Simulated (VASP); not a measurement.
Runs of VASP 6.6.1 on Ru. The structure is that of space group I4/mmm (No. 139), or close to it. The cells are those of the table. 

```tsv
cell	further INCAR settings	gap on the mesh (eV)	pressure (GPa)
a = 2.710, b = 2.710, c = 2.813 Å, angles 58.7, 58.7, 62.5°, 1 atom	ALGO = Fast; EDIFF = 1e-06; NBANDS = 13	none	-13.4
a = 2.579, b = 2.579, c = 2.858 Å, angles 56.4, 56.4, 67.3°, 1 atom	ALGO = Fast; EDIFF = 1e-06; NBANDS = 13	none	26.0
a = 2.853, b = 2.853, c = 2.626 Å, angles 62.6, 62.6, 54.8°, 1 atom	ALGO = Fast; EDIFF = 1e-06; NBANDS = 13	none	-16.2
a = 2.673, b = 2.673, c = 2.961 Å, angles 56.4, 56.4, 67.3°, 1 atom	ALGO = Fast; EDIFF = 1e-06; NBANDS = 13	none	-8.5
a = 2.627, b = 2.627, c = 2.911 Å, angles 56.4, 56.4, 67.3°, 1 atom	ALGO = Fast; EDIFF = 1e-06; NBANDS = 13	none	6.1
a = 2.569, b = 2.569, c = 2.759 Å, angles 57.5, 57.5, 65.0°, 1 atom	ALGO = Fast; EDIFF = 1e-06; NBANDS = 13	none	(b)
a = 2.695, b = 2.695, c = 2.986 Å, angles 56.4, 56.4, 67.3°, 1 atom	ALGO = Fast; EDIFF = 1e-07; NBANDS = 13	none	(a)
a = 2.710, b = 2.710, c = 2.910 Å, angles 57.5, 57.5, 65.0°, 1 atom	ALGO = Fast; EDIFF = 1e-07; NBANDS = 13	none	-16.9
```

Alike in all rows: task single point; level PBE; potentials or basis VASP PAW PBE potentials, release 64 (Ru_pv); no spin polarisation; k mesh 22 × 22 × 22; cutoff (eV) 520; smearing gaussian 0.15 eV.

Problem. Estimate the missing entries.

Solution. (a) -14.2; (b) 35.0.

A k mesh can miss the band edges, and the runs leave out spin-orbit coupling on Ru.

A gap of «none» marks levels without a gap at the run's occupations.
